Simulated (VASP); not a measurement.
PtSe2 (base):

```
Pt Se
1.0
     3.70823    0.00000    0.00000
    -1.85411    3.21142    0.00000
     0.00000    0.00000    5.84861
Pt Se
1 2
Direct
  0.00000 0.00000 0.00000
  0.66667 0.33333 0.77966
  0.33333 0.66667 0.22034
```

```yaml
Program: VASP 6.6.1
Task: relaxation of cell and atoms
Functional: PBEsol
Dispersion: D3(BJ)
Potentials_or_basis: VASP PAW PBE potentials, release 64 (Pt, Se)
Cutoff: 600 eV
k_mesh: 9 × 9 × 6
Occupations: gaussian, width 0.02 eV
Spin: no spin polarisation
```

At the start: pressure -2.4 GPa; volume 23.22 Å³/atom.

Problem. Where does the relaxation end?

Solution. Over 42 steps the energy falls by 106.9 meV/atom and the volume is 18.73 Å³/atom (-19.3 %); space group P-3m1 (No. 164, to 0.05 Å).

The path:
```csv
step,energy change (eV),largest force (eV/Å),pressure (GPa),volume (Å³)
1,0.0000,0.1301,-2.42,69.65
3,-0.0152,0.4805,0.39,67.78
5,-0.1194,0.4082,1.06,63.17
7,1.3718,2.4354,44.63,43.38
9,0.0248,0.8591,20.95,49.61
11,-0.0694,1.3443,17.08,51.81
13,-0.0878,1.4512,15.67,52.74
15,-0.1045,1.2705,15.49,52.32
17,-0.0972,0.4493,15.80,50.63
19,-0.1268,0.8849,15.00,51.63
21,-0.2107,0.6614,10.84,52.76
23,-0.3132,0.1072,-2.13,57.43
25,-0.3194,0.0400,0.19,56.42
27,-0.3197,0.0359,0.17,56.39
29,-0.3205,0.0160,0.11,56.25
31,-0.3208,0.0014,0.10,56.14
33,-0.3207,0.0058,0.09,56.10
35,-0.3208,0.0105,-0.07,56.19
37,-0.3208,0.0067,0.00,56.16
39,-0.3208,0.0047,0.00,56.17
41,-0.3208,0.0076,0.01,56.19
42,-0.3208,0.0018,0.01,56.18
```

Final structure:
```cif
data_structure
_symmetry_space_group_name_H-M 'P 1'
_symmetry_Int_Tables_number 1
_cell_length_a 3.7386
_cell_length_b 3.7386
_cell_length_c 4.6415
_cell_angle_alpha 90.000
_cell_angle_beta 90.000
_cell_angle_gamma 120.000
_cell_volume 56.18
loop_
_atom_site_label
_atom_site_type_symbol
_atom_site_fract_x
_atom_site_fract_y
_atom_site_fract_z
_atom_site_occupancy
Pt1 Pt 0.00000 0.00000 0.00000 1
Se1 Se 0.66667 0.33333 0.72820 1
Se2 Se 0.33333 0.66667 0.27180 1
```

Caveat: the volume moved by over 15 % at a fixed basis, so the end points are rough; the PAW data sets were made with another functional, which shifts forces and pressure a little.
